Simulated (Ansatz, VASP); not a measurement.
## One calculation of Sn, two programs

```
CELL_PARAMETERS angstrom
-2.99551 2.99551 1.63522
2.99551 -2.99551 1.63522
2.99551 2.99551 -1.63522
ATOMIC_POSITIONS crystal
Sn 0.00000 0.00000 0.00000
Sn 0.75000 0.25000 0.50000
```

Alike in both runs: task single point; functional PBE; k mesh 10 × 10 × 10; occupations fermi-dirac, width 0.1 eV; no spin polarisation.

```csv
,VASP,Ansatz
version,VASP 6.6.1,Ansatz 0.2.0
potentials or method,"VASP PAW PBE potentials, release 64 (Sn_d), cutoff 520 eV","plane waves, PAW"
valence electrons in the cell,28,28
```

Ansatz gave:

- pressure (GPa): -1.3
- traceless stress, the component that is largest in VASP (GPa): -0.53

Q: Estimate VASP's values.

A: Pressure (GPa): -1.4; traceless stress, the component that is largest in VASP (GPa): -0.53.

With one functional, cell and mesh, what is left measures potentials, basis and numerics.
